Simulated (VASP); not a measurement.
A run of VASP 6.6.1 is set up as follows.

The input INCAR:

```
PREC = Accurate ; ENCUT = 520
EDIFF = 1E-6 ; ISMEAR = -1
SIGMA = 0.05 ; LREAL = F
LASPH = T ; NELM = 150
ALGO = Normal ; ISIF = 2
LWAVE = F ; LCHARG = F
ISPIN = 2 ; MAGMOM = 1 1 0 0.6 0
LORBIT = 11 ; LMAXMIX = 4
GGA = PE ; NBANDS = 40
KPAR = 4
```

The input KPOINTS:

```
Automatic mesh
0
Gamma
  8 8 6
```

POSCAR

```
NiMoIrPdW
1.0
    4.1467000000      0.0000000000      0.0000000000
   -2.0733500000      3.5911500000      0.0000000000
    0.0000000000      0.0000000000      5.4162900000
Ni Mo Pd Ir W
1 1 1 1 1
Direct
    0.0000000000      0.0000000000      0.0222100000
    0.6666700000      0.3333300000      0.4599600000
    0.3333300000      0.6666700000      0.7460100000
    0.3333300000      0.6666700000      0.2564100000
    0.6666700000      0.3333300000      0.9998500000
```

Potentials or basis: VASP PAW PBE potentials, release 64 (Ni, Mo_sv, Pd, Ir, W_sv).

Run with:

```sh
$ cat potpaw_PBE.64/Ni/POTCAR potpaw_PBE.64/Mo_sv/POTCAR potpaw_PBE.64/Pd/POTCAR potpaw_PBE.64/Ir/POTCAR potpaw_PBE.64/W_sv/POTCAR > POTCAR
$ mpirun -np 4 vasp_std > vasp.out
```

(1) What does it give for the pressure?

(2) What does it give for the net moment?

(3) Predict the largest force.

Results:

(1) 0.3 GPa.

(2) 0.00 μB per cell.

(3) 0.040 eV/Å.

Caveat: the moments typed at the start vanished in this run.
